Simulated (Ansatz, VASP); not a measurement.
**MnS: VASP beside Ansatz**

Contents of POSCAR:

```
MnS
1.0
    3.9535769233      0.0000000000      0.0000000000
   -1.9767884617      3.4238980514      0.0000000000
    0.0000000000      0.0000000000      6.3425288600
Mn S
2 2
Direct
    0.6666666667      0.3333333333      0.4988446700
    0.3333333333      0.6666666667      0.9988446700
    0.3333333333      0.6666666667      0.6261543000
    0.6666666667      0.3333333333      0.1261543000
```

INCAR.step1

```
PREC = Accurate
ENCUT = 520
EDIFF = 1E-5
ISMEAR = -1
SIGMA = 0.05
LREAL = F
LASPH = T
NELM = 150
ALGO = Normal
ISIF = 2
LWAVE = T
LCHARG = F
ISPIN = 2
MAGMOM = 4 4 0 0
LORBIT = 11
LMAXMIX = 4
GGA = PE
NBANDS = 31
LUSENCCL = F
```

INCAR.step2

```
PREC = Accurate
ENCUT = 520
EDIFF = 1E-6
ISMEAR = -1
SIGMA = 0.05
LREAL = F
LASPH = T
NELM = 150
ALGO = Normal
ISIF = 2
LWAVE = F
LCHARG = F
ISPIN = 2
MAGMOM = 4 4 0 0
LORBIT = 11
LMAXMIX = 4
GGA = PE
LHFCALC = T
AEXX = 0.25
HFSCREEN = 0.15
PRECFOCK = Normal
ISTART = 1
NBANDS = 31
LUSENCCL = F
```

Contents of KPOINTS:

```
regular mesh
0
Gamma
  4 4 2
```

The input input.yaml:

```yaml
crystal:
  lattice:
    - [3.9535769233, 0.0, 0.0]
    - [-1.9767884617, 3.4238980514, 0.0]
    - [0.0, 0.0, 6.34252886]
  atoms:
    - { symbol: Mn, position: [0.6666666667, 0.3333333333, 0.49884467], spin: 4.0 }
    - { symbol: Mn, position: [0.3333333333, 0.6666666667, 0.99884467], spin: 4.0 }
    - { symbol: S, position: [0.3333333333, 0.6666666667, 0.6261543] }
    - { symbol: S, position: [0.6666666667, 0.3333333333, 0.1261543] }
hamiltonian:
  xc:
    exchange: pbe
    correlation: pbe
    exx: { coeff: 0.25, omega: 0.15 }
  pseudopotentials: { kind: paw }
magnetization:
  spin_polarized: true
kpoints:
  mp_grid: { grid: [4, 4, 2] }
scf:
  occupations: { method: fermi_dirac, width: 0.05 }
output:
  forces: true
  stress: true
  eigenvalues: true
```

Alike in both runs: task single point; functional PBE-based screened hybrid; k mesh 4 × 4 × 2; occupations fermi-dirac, width 0.05 eV; collinear spin.

|  | VASP | Ansatz |
| --- | --- | --- |
| version | VASP 6.6.1 | Ansatz 0.2.0 |
| potentials or method | VASP PAW PBE potentials, release 64 (Mn_pv, S) | Ansatz PAW |
| plane-wave cutoff (eV) | 520 | 420 |
| valence electrons in the cell | 38 | 42 |

VASP gave:

```
gap on the k mesh at the Fermi level (eV)                     : 2.19
least direct gap on the mesh (eV)                             : 2.46
pressure (GPa)                                                : 4.9
traceless stress, the component that is largest in VASP (GPa) : 1.77
rms of the force components (eV/Å)                            : 0.194
net moment per atom (μB)                                      : 2.50
size of the moment on the site where the two differ most (μB) : 4.52
```

Q: What did Ansatz give for the same quantities?

A: gap on the k mesh at the Fermi level (eV): 2.18; least direct gap on the mesh (eV): 2.43; pressure (GPa): 4.9; traceless stress, the component that is largest in VASP (GPa): 1.81; rms of the force components (eV/Å): 0.194; net moment per atom (μB): 2.50; size of the moment on the site where the two differ most (μB): 4.31.

VASP's potentials were made for PBE, not for PBE-based screened hybrid. Site moments also hang on the region over which each program counts them. Atom by atom the forces differ by 0.000 eV/Å (rms over components). With one functional, cell and mesh, what is left measures potentials, basis and numerics. VASP's potentials hold 38 valence electrons a cell and Ansatz's 42, so a difference there can come from the potentials and not from the codes.

The k mesh is coarse, so the values compare programs but aren't converged. Noted on Ansatz's run: the magnetic or orbital state may not be the lowest.
